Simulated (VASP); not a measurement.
# K3TaO3 (P6_3/mcm) in VASP: further runs

The runs below take K3TaO3 through single point, relaxation of cell and atoms, with PBE.

Everything below comes from runs of VASP 6.6.1. Logs are shortened: lines on timing, memory, paths and dates and some standing lists are left out, and cuts for length are marked.

### 1 The cell of the first run

It takes space group P6_3/mcm (No. 193, hexagonal). The conventional cell has a = 9.724 Å, b = 9.724 Å, c = 5.243 Å, α = 90.00°, β = 90.00°, γ = 120.00°. Within 3.7 Å of K (site symmetry m2m) lie 4 O at 2.79 to 3.08 Å and 2 Ta at 3.47 Å. Within 2.7 Å of Ta (site symmetry -3m) lie 6 O at 2.07 Å and 2 Ta at 2.62 Å. O (site symmetry m2m) has 2 Ta at 2.07 Å and 2 O at 2.77 Å and 2 K at 2.79 Å within 2.8 Å.

### 2 Single point, PBE

INCAR

```
PREC = Accurate
ENCUT = 520
EDIFF = 1E-7
ISMEAR = 0
SIGMA = 0.15
LREAL = F
LASPH = T
NELM = 60
ALGO = Normal
ISIF = 2
LWAVE = F
LCHARG = F
GGA = PE
NBANDS = 69
```

KPOINTS

```
Automatic mesh
0
Gamma
  2 2 3
```

POSCAR

```
K3TaO3
1.0
    9.7243240347      0.0000000000      0.0000000000
   -4.8621620173      8.4215116487      0.0000000000
    0.0000000000      0.0000000000      5.2432729455
K Ta O
6 2 6
Direct
    0.0000000000      0.6692408331      0.2500000000
    0.3307591669      0.0000000000      0.7500000000
    0.3307591669      0.3307591669      0.2500000000
    0.6692408331      0.6692408331      0.7500000000
    0.0000000000      0.3307591669      0.7500000000
    0.6692408331      0.0000000000      0.2500000000
    0.0000000000      0.0000000000      0.0000000000
    0.0000000000      0.0000000000      0.5000000000
    0.8356951117      0.0000000000      0.7500000000
    0.1643048883      0.1643048883      0.7500000000
    0.8356951117      0.8356951117      0.2500000000
    0.0000000000      0.1643048883      0.2500000000
    0.1643048883      0.0000000000      0.2500000000
    0.0000000000      0.8356951117      0.7500000000
```

Potentials or basis: VASP PAW PBE potentials, release 64 (K_sv, Ta_pv, O).

Started as:

```bash
$ cat potpaw_PBE.64/K_sv/POTCAR potpaw_PBE.64/Ta_pv/POTCAR potpaw_PBE.64/O/POTCAR > POTCAR
$ mpirun -np 1 vasp_std > vasp.out
```

OUTCAR:

```text
PREC = Accurate
   ENCUT = 520
   EDIFF = 1E-7
   ISMEAR = 0
   LREAL = F
   LASPH = T
   NELM = 60
   ISIF = 2
   GGA = PE

 ion  position               nearest neighbor table
   1  0.000  0.669  0.250-  11 2.79  13 2.79   7 3.47   8 3.47
   2  0.331  0.000  0.750-  10 2.79  14 2.79   7 3.47   8 3.47
   3  0.331  0.331  0.250-  13 2.79  12 2.79   7 3.47   8 3.47
   4  0.669  0.669  0.750-   9 2.79  14 2.79   7 3.47   8 3.47
   5  0.000  0.331  0.750-  10 2.79   9 2.79   7 3.47   8 3.47
   6  0.669  0.000  0.250-  11 2.79  12 2.79   7 3.47   8 3.47
   7  0.000  0.000  0.000-  12 2.07  14 2.07  13 2.07   9 2.07  11 2.07  10 2.07   8 2.62   8 2.62
                             1 3.47   5 3.47   2 3.47   6 3.47   3 3.47   4 3.47
   8  0.000  0.000  0.500-  12 2.07  14 2.07  13 2.07   9 2.07  11 2.07  10 2.07   7 2.62   7 2.62
                             1 3.47   5 3.47   2 3.47   6 3.47   3 3.47   4 3.47
   9  0.836  0.000  0.750-   7 2.07   8 2.07   5 2.79   4 2.79
  10  0.164  0.164  0.750-   7 2.07   8 2.07   5 2.79   2 2.79
  11  0.836  0.836  0.250-   7 2.07   8 2.07   1 2.79   6 2.79
  12  0.000  0.164  0.250-   7 2.07   8 2.07   6 2.79   3 2.79
  13  0.164  0.000  0.250-   7 2.07   8 2.07   1 2.79   3 2.79
  14  0.000  0.836  0.750-   7 2.07   8 2.07   2 2.79   4 2.79

  LATTYP: Found a hexagonal cell.
 ALAT       =     9.7243240347
 C/A-ratio  =     0.5391915085

  Lattice vectors:

 A1 = (   9.7243240347,   0.0000000000,   0.0000000000)
 A2 = (  -4.8621620173,   8.4215116487,   0.0000000000)
 A3 = (   0.0000000000,   0.0000000000,   5.2432729455)

Analysis of symmetry for initial positions (statically):
=====================================================================
 Subroutine PRICEL returns:
 Original cell was already a primitive cell.

 Routine SETGRP: Setting up the symmetry group for a
 hexagonal supercell.

 Subroutine GETGRP returns: Found 24 space group operations
 (whereof 12 operations were pure point group operations)
 out of a pool of 24 trial point group operations.

The static configuration has the point symmetry D_3d.
 The point group associated with its full space group is D_6h.

Analysis of symmetry for dynamics (positions and initial velocities):
=====================================================================
 Subroutine PRICEL returns:
 Original cell was already a primitive cell.

 Routine SETGRP: Setting up the symmetry group for a
 hexagonal supercell.

 Subroutine GETGRP returns: Found 24 space group operations
 (whereof 12 operations were pure point group operations)
 out of a pool of 24 trial point group operations.

The dynamic configuration has the point symmetry D_3d.
 The point group associated with its full space group is D_6h.

 Subroutine INISYM returns: Found 24 space group operations
 (whereof 12 operations are pure point group operations),
 and found     1 'primitive' translations

----------------------------------------------------------------------------------------

                                     Primitive cell

  volume of cell :     429.3900

  direct lattice vectors                    reciprocal lattice vectors
     9.724324035  0.000000000  0.000000000     0.102834911  0.059371764  0.000000000
    -4.862162017  8.421511649  0.000000000     0.000000000  0.118743527  0.000000000
     0.000000000  0.000000000  5.243272946     0.000000000  0.000000000  0.190720569

  length of vectors
     9.724324035  9.724324035  5.243272946     0.118743527  0.118743527  0.190720569

  position of ions in fractional coordinates (direct lattice)
     0.000000000  0.669240833  0.250000000
     0.330759167  0.000000000  0.750000000
     0.330759167  0.330759167  0.250000000
     0.669240833  0.669240833  0.750000000
     0.000000000  0.330759167  0.750000000
     0.669240833  0.000000000  0.250000000
     0.000000000  0.000000000  0.000000000
     0.000000000  0.000000000  0.500000000
     0.835695112  0.000000000  0.750000000
     0.164304888  0.164304888  0.750000000
     0.835695112  0.835695112  0.250000000
     0.000000000  0.164304888  0.250000000
     0.164304888  0.000000000  0.250000000
     0.000000000  0.835695112  0.750000000

  ion indices of the primitive-cell ions
   primitive index   ion index
                 1           1
                 2           2
                 3           3
                 4           4
                 5           5
                 6           6
                 7           7
                 8           8
                 9           9
                10          10
                11          11
                12          12
                13          13
                14          14

----------------------------------------------------------------------------------------

 KPOINTS: Automatic mesh

Automatic generation of k-mesh.
 Grid dimensions read from file:
 generate k-points for:    2    2    3

 Generating k-lattice:

  Cartesian coordinates                     Fractional coordinates (reciprocal lattice)
     0.051417456  0.029685882  0.000000000     0.500000000  0.000000000  0.000000000
     0.000000000  0.059371764  0.000000000     0.000000000  0.500000000  0.000000000
     0.000000000  0.000000000  0.063573523     0.000000000  0.000000000  0.333333333

  Length of vectors
     0.059371764  0.059371764  0.063573523

  Shift w.r.t. Gamma in fractional coordinates (k-lattice)
     0.000000000  0.000000000  0.000000000

 Subroutine IBZKPT returns following result:
 ===========================================

 Found      4 irreducible k-points:

 Following reciprocal coordinates:
            Coordinates               Weight
  0.000000  0.000000  0.000000      1.000000
  0.500000  0.000000  0.000000      3.000000
  0.000000  0.000000  0.333333      2.000000
  0.500000  0.000000  0.333333      6.000000
   k-points           NKPTS =      4   k-points in BZ     NKDIM =      4   number of bands    NBANDS=     69
   number of dos      NEDOS =    301   number of ions     NIONS =     14
   total plane-waves  NPLWV = 207360
   dimension x,y,z NGX =    72 NGY =   72 NGZ =   40
   dimension x,y,z NGXF=   144 NGYF=  144 NGZF=   80
   ions per type =               6   2   6
   NGX,Y,Z   is equivalent  to a cutoff of  12.31, 12.31, 12.68 a.u.
   NGXF,Y,Z  is equivalent  to a cutoff of  24.62, 24.62, 25.37 a.u.
 SYSTEM =  unknown system
   PREC   = accura    normal or accurate (medium, high low for compatibility)
   ISTART =      0    job   : 0-new  1-cont  2-samecut
   ICHARG =      2    charge: 1-file 2-atom 10-const
   ISPIN  =      1    spin polarized calculation?
   LNONCOLLINEAR =      F non collinear calculations
   LSORBIT =      F    spin-orbit coupling
   LASPH  =      T    aspherical Exc in radial PAW
   ENCUT  =  520.0 eV  38.22 Ry    6.18 a.u.  18.08 18.08  9.75*2*pi/ulx,y,z
   NELM   =     60;   NELMIN=  2; NELMDL= -5     # of ELM steps
   EDIFF  = 0.1E-06   stopping-criterion for ELM
   LREAL  =      F    real-space projection
   EDIFFG = 0.1E-05   stopping-criterion for IOM
   NSW    =      0    number of steps for IOM
   IBRION =     -1    ionic relax: 0-MD 1-quasi-New 2-CG
   NFREE  =      0    steps in history (QN), initial steepest desc. (CG)
   ISIF   =      2    stress and relaxation
   ISYM   =      2    0-nonsym 1-usesym 2-fastsym
   POTIM  = 0.5000    time-step for ionic-motion
   TEBEG  =    0.0;   TEEND  =   0.0 temperature during run
   PSTRESS=    0.0 pullay stress
   NELECT =     112.0000    total number of electrons
   NUPDOWN=      -1.0000    fix difference up-down
   EMIN   =  10.00;   EMAX   =-10.00  energy-range for DOS
   EFERMI =   0.00;   METHOD = LEGACY
   ISMEAR =     0;   SIGMA  =   0.15  broadening in eV -4-tet -1-fermi 0-gaus
   EFERMI_NEDOS =   21; number of points for ismear=-14 and -15
   IALGO  =     38    algorithm
   IMIX   =      4    mixing-type and parameters
     AMIX     =   0.40;   BMIX     =  1.00
     AMIX_MAG =   1.60;   BMIX_MAG =  1.00
  volume/ion in A,a.u.               =      30.67       206.98
  Fermi-wavevector in a.u.,A,eV,Ry     =   1.045996  1.976647 14.886250  1.094108
  Thomas-Fermi vector in A             =   2.180816
   LORBIT       =      0    0 simple, 1 ext, 2 COOP (PROOUT), +10 PAW based schemes
   GGA     = PE    functional components
   LHFCALC =     F    Hartree Fock is set to
   AEXX    =    0.0000 exact exchange contribution
   IVDW    =     0    specifies the selected vdW correction
   LEPSILON=     F    determine dielectric tensor
   LRPA    =     F    only Hartree local field effects (RPA)
 non-spin polarized calculation
 Gauss-broadening in eV      SIGMA  =   0.15
  energy-cutoff  :      520.00
  volume of cell :      429.39
 maximum number of plane-waves:     11560
   NGX = 37   NGY = 37   NGZ = 19

 number of electron     111.9999999 magnetization

 Free energy of the ion-electron system (eV)
  ---------------------------------------------------
  ext. energy  EPLUGINS =         0.00000000
  ---------------------------------------------------
  free energy    TOTEN  =       -84.08107389 eV

  energy without entropy =      -84.03535599  energy(sigma->0) =      -84.05821494

 E-fermi :   1.2395     XC(G=0):  -7.0397

 val. band max:        1.1070955402   @ k =   0.5000   0.0000   0.3333
 cond. band min:       1.4038933714   @ k =   0.0000   0.0000   0.3333
 fundamental gap:      0.2967978312
 Fermi energy:         1.2394635827

 k-point     1 :       0.0000    0.0000    0.0000
  band No.  band energies     occupation
      1     -35.9670      2.00000
      2     -35.2935      2.00000
      3     -35.2935      2.00000
      4     -34.9821      2.00000
      5     -34.9821      2.00000
      6     -34.1030      2.00000
[... 60 lines left out ...]
     67       4.6902      0.00000
     68       4.8090      0.00000
[... 211 lines left out ...]
     67       3.9604      0.00000
     68       4.0004      0.00000
 [bands above 68 left out]

------------------------ aborting loop because EDIFF is reached ----------------------------------------

  FORCE on cell =-STRESS in cart. coord.  units (eV):
  Direction    XX          YY          ZZ          XY          YZ          ZX
  --------------------------------------------------------------------------------------
  -------------------------------------------------------------------------------------
  Total        1.9551396      1.9551396     -0.2699760      0.0000000      0.0000000      0.0000000
  in kB        7.2951867      7.2951867     -1.0073580      0.0000000      0.0000000      0.0000000
  external PRESSURE =       4.5276718 kB  Pullay stress =       0.0000000 kB

 VOLUME and BASIS-vectors are now :
 -----------------------------------------------------------------------------
  energy-cutoff  :      520.00
  volume of cell :      429.39
      direct lattice vectors                 reciprocal lattice vectors
     9.724324035  0.000000000  0.000000000     0.102834911  0.059371764  0.000000000
    -4.862162017  8.421511649  0.000000000     0.000000000  0.118743527  0.000000000
     0.000000000  0.000000000  5.243272946     0.000000000  0.000000000  0.190720569

 POSITION                                       TOTAL-FORCE (eV/Angst)
 -----------------------------------------------------------------------------------
     -3.25396      5.63602      1.31082         0.020595     -0.035672     -0.000000
      3.21641      0.00000      3.93245         0.041190     -0.000000     -0.000000
      1.60820      2.78549      1.31082         0.020595      0.035672     -0.000000
      3.25396      5.63602      3.93245        -0.020595     -0.035672     -0.000000
     -1.60820      2.78549      3.93245        -0.020595      0.035672      0.000000
      6.50791      0.00000      1.31082        -0.041190     -0.000000      0.000000
      0.00000      0.00000      0.00000         0.000000     -0.000000     -0.000000
      0.00000      0.00000      2.62164         0.000000     -0.000000     -0.000000
      8.12657      0.00000      3.93245        -0.077787     -0.000000      0.000000
      0.79888      1.38370      3.93245         0.038893      0.067365     -0.000000
      4.06329      7.03782      1.31082        -0.038893     -0.067365      0.000000
     -0.79888      1.38370      1.31082        -0.038893      0.067365      0.000000
      1.59775      0.00000      1.31082         0.077787     -0.000000     -0.000000
     -4.06329      7.03782      3.93245         0.038893     -0.067365     -0.000000
 -----------------------------------------------------------------------------------
    total drift:                                0.000000     -0.000000      0.000000

  FREE ENERGIE OF THE ION-ELECTRON SYSTEM (eV)
  ---------------------------------------------------
  free  energy   TOTEN  =       -84.0810738891 eV

  energy  without entropy=      -84.0353559896  energy(sigma->0) =      -84.05821494
```

Wall time 2.6 min (1 thread of Intel Xeon 6975P-C (Granite Rapids), shared host); peak memory 0.5 GiB.

What came out:

```
Free energy            : -84.0811 eV
Pressure               : 0.5 GPa
Largest force          : 0.078 eV/Å
Band gap on the k mesh : zero (bands 56 and 57 overlap by 0.61 eV)
```

Forces on the atoms (eV/Å):
```
K    0.021 -0.036  0.000
K    0.041  0.000  0.000
K    0.021  0.036  0.000
K   -0.021 -0.036  0.000
K   -0.021  0.036  0.000
K   -0.041  0.000  0.000
Ta   0.000  0.000  0.000
Ta   0.000  0.000  0.000
O   -0.078  0.000  0.000
O    0.039  0.067  0.000
O   -0.039 -0.067  0.000
O   -0.039  0.067  0.000
O    0.078  0.000  0.000
O    0.039 -0.067  0.000
```

Caveat: the k points lie up to 0.40 Å⁻¹ apart, too coarse for converged energies and pressures of a metal; spin-orbit coupling is left out, which moves the levels of the heavy elements.

### 3 Relaxation of cell and atoms, PBE

This run uses another cell than the first one, of 20.79 Å³/atom.

INCAR

```
SYSTEM = K3TaO3
ALGO = Normal
EDIFF = 1E-6
EDIFFG = -0.08
ENCUT = 600
GGA = PE
IBRION = 2
ISIF = 3
ISMEAR = 0
LASPH = .TRUE.
LCHARG = .FALSE.
LREAL = .FALSE.
LWAVE = .FALSE.
NELM = 60
NSW = 36
PREC = Accurate
SIGMA = 0.15
```

KPOINTS

```
k-points
0
G
  2 2 3
  0 0 0
```

POSCAR

```
K3TaO3
1.0
    8.0400000000      0.0000000000      0.0000000000
   -4.0200000000      6.9628442500      0.0000000000
    0.0000000000      0.0000000000      5.2000000000
K Ta O
6 2 6
Direct
    0.0000000000      0.6200000000      0.2500000000
    0.3800000000      0.0000000000      0.7500000000
    0.3800000000      0.3800000000      0.2500000000
    0.6200000000      0.6200000000      0.7500000000
    0.0000000000      0.3800000000      0.7500000000
    0.6200000000      0.0000000000      0.2500000000
    0.0000000000      0.0000000000      0.0000000000
    0.0000000000      0.0000000000      0.5000000000
    0.7980000000      0.0000000000      0.7500000000
    0.2020000000      0.2020000000      0.7500000000
    0.7980000000      0.7980000000      0.2500000000
    0.0000000000      0.2020000000      0.2500000000
    0.2020000000      0.0000000000      0.2500000000
    0.0000000000      0.7980000000      0.7500000000
```

Potentials or basis: VASP PAW PBE potentials, release 64 (K_sv, Ta_pv, O).

Started as:

```bash
$ cat potpaw_PBE.64/K_sv/POTCAR potpaw_PBE.64/Ta_pv/POTCAR potpaw_PBE.64/O/POTCAR > POTCAR
$ mpirun -np 1 vasp_std > vasp.out
```

It took 73 min on 1 thread of Intel Xeon 8259CL, shared host; peak memory 0.51 GiB.

It converged, with:

- Free energy: -83.9129 eV
- Relaxed volume: 29.95 Å³/atom
- Relaxed cell: a = 9.633 Å, b = 9.633 Å, c = 5.217 Å, α = 90.00°, β = 90.00°, γ = 120.00°
- Space group after relaxing (to 0.1 Å): P6_3/mcm (No. 193)
- Energy gained by relaxing: 101.9 meV/atom
- Ionic steps: 22
- Pressure after relaxing: 0.3 GPa
- Largest force after relaxing: 0.042 eV/Å
- Band gap on the k mesh: zero (bands 56 and 57 overlap by 0.61 eV)

Forces in eV/Å, atoms in the order of the input:
```
K    0.006 -0.011  0.000
K    0.013  0.000  0.000
K    0.006  0.011  0.000
K   -0.006 -0.011  0.000
K   -0.006  0.011  0.000
K   -0.013  0.000  0.000
Ta   0.000  0.000  0.000
Ta   0.000  0.000  0.000
O   -0.042  0.000  0.000
O    0.021  0.037  0.000
O   -0.021 -0.037  0.000
O   -0.021  0.037  0.000
O    0.042  0.000  0.000
O    0.021 -0.037  0.000
```

Stress tensor (GPa, compression positive):
```
0.22 0.00 0.00
0.00 0.22 0.00
0.00 0.00 0.31
```

Step by step:
```csv
step,energy change (eV),largest force (eV/Å),pressure (GPa),volume (Å³)
1,0.0000,0.3269,4.42,291.10
2,-0.1831,1.1430,-1.84,315.92
3,-0.2389,0.7522,-0.01,307.39
4,-0.3887,0.5359,0.24,313.39
5,-0.5206,0.4144,1.02,325.03
6,-0.6457,0.4271,-0.15,339.90
7,-0.7029,0.4337,-1.26,357.47
8,-0.7653,0.4132,-0.89,362.14
9,-0.8544,0.3599,0.01,373.05
10,-0.7186,1.4523,2.04,395.46
11,-0.8623,0.4933,0.48,377.45
12,-0.9554,0.4956,0.40,387.01
13,-1.1408,0.5956,0.27,416.24
14,-0.8636,1.1907,0.19,477.10
15,-1.1540,0.8402,0.60,428.32
16,-1.2260,0.3289,-1.65,441.93
17,-1.2392,0.3103,-1.05,438.02
18,-1.3245,0.2689,-0.69,432.63
19,-1.3877,0.1668,0.14,422.01
20,-1.4242,0.0906,-0.03,419.97
21,-1.4245,0.1044,-0.04,419.76
22,-1.4266,0.0422,0.25,419.24
```

Final structure:
```cif
data_structure
_symmetry_space_group_name_H-M 'P 1'
_symmetry_Int_Tables_number 1
_cell_length_a 9.6330
_cell_length_b 9.6330
_cell_length_c 5.2169
_cell_angle_alpha 90.000
_cell_angle_beta 90.000
_cell_angle_gamma 120.000
_cell_volume 419.24
loop_
_atom_site_label
_atom_site_type_symbol
_atom_site_fract_x
_atom_site_fract_y
_atom_site_fract_z
_atom_site_occupancy
K1 K 0.00000 0.66619 0.25000 1
K2 K 0.33381 0.00000 0.75000 1
K3 K 0.33381 0.33381 0.25000 1
K4 K 0.66619 0.66619 0.75000 1
K5 K 0.00000 0.33381 0.75000 1
K6 K 0.66619 0.00000 0.25000 1
Ta1 Ta 0.00000 0.00000 0.00000 1
Ta2 Ta 0.00000 0.00000 0.50000 1
O1 O 0.83351 0.00000 0.75000 1
O2 O 0.16649 0.16649 0.75000 1
O3 O 0.83351 0.83351 0.25000 1
O4 O 0.00000 0.16649 0.25000 1
O5 O 0.16649 0.00000 0.25000 1
O6 O 0.00000 0.83351 0.75000 1
```

Levels at points of the mesh, in eV from the Fermi level:
```tsv
k point	band 54	band 55	band 56	band 57	band 58	band 59
(0.00, 0.00, 0.00)	-3.22	-1.44	-0.96	0.34	0.81	0.81
(0.50, 0.00, 0.00)	-3.23	-1.30	-0.62	-0.44	0.83	1.27
```

Caveat: the k points lie up to 0.40 Å⁻¹ apart in the final cell, too coarse for converged energies and pressures of a metal; the volume moved by over 15 % at a fixed basis, so the end points are rough; spin-orbit coupling is left out, which moves the levels of the heavy elements; the relaxation stopped at a loose force limit of 0.08 eV/Å, so its end isn't a converged minimum.
